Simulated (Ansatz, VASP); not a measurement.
## F in VASP and in Ansatz

The input INCAR:

```
SYSTEM = F
PREC = Accurate ; ENCUT = 520
EDIFF = 1E-6 ; ISMEAR = -1
SIGMA = 0.99 ; LREAL = .False.
LASPH = .True. ; NELM = 60
ALGO = Normal ; ISIF = 2
LWAVE = .False. ; LCHARG = .False.
GGA = PE ; NBANDS = 22
```

Contents of KPOINTS:

```
Automatic mesh
0
Gamma
  10 10 4
  0 0 0
```

Contents of POSCAR:

```
F
1.0
    2.7500000000     -1.6400000000      0.0000000000
    2.7500000000      1.6400000000      0.0000000000
   -1.5347200000      0.0000000000      7.1163900000
F
4
Direct
    0.9680000000      0.6020000000      0.0997000000
    0.3980000000      0.0320000000      0.4003000000
    0.0320000000      0.3980000000      0.9003000000
    0.6020000000      0.9680000000      0.5997000000
```

Input for Ansatz:

```yaml
crystal:
  lattice:
    - [2.75, -1.64, 0.0]
    - [2.75, 1.64, 0.0]
    - [-1.53472, 0.0, 7.11639]
  atoms:
    - { symbol: F, position: [0.968, 0.602, 0.0997] }
    - { symbol: F, position: [0.398, 0.032, 0.4003] }
    - { symbol: F, position: [0.032, 0.398, 0.9003] }
    - { symbol: F, position: [0.602, 0.968, 0.5997] }
basis:
  ecutwfc: 420
kpoints:
  mp_grid: { grid: [10, 10, 4] }
hamiltonian:
  xc: pbe
scf:
  occupations: { method: fermi_dirac, width: 0.99 }
output:
  forces: true
  stress: true
  eigenvalues: true
```

Alike in both runs: task single point; functional PBE; k mesh 10 × 10 × 4; occupations fermi-dirac, width 0.99 eV; no spin polarisation.

```csv
,VASP,Ansatz
version,VASP 6.6.1,Ansatz 0.2.0
potentials or method,"VASP PAW PBE potentials, release 64 (F), cutoff 520 eV","scalar-relativistic, plane waves, PAW"
valence electrons in the cell,28,28
```

|  | VASP | Ansatz | Ansatz less VASP |
| --- | --- | --- | --- |
| gap on the k mesh at the Fermi level (eV) | 2.32 | 2.36 | +0.034 |
| least direct gap on the mesh (eV) | 2.32 | 2.36 | +0.034 |
| pressure (GPa) | 8.5 | 8.4 | -0.10 |
| traceless stress, the component that is largest in VASP (GPa) | 14.15 | 13.06 | -1.092 |
| rms of the force components (eV/Å) | 1.875 | 1.728 | -0.1472 |

Atom by atom the forces differ by 0.147 eV/Å (rms over components).
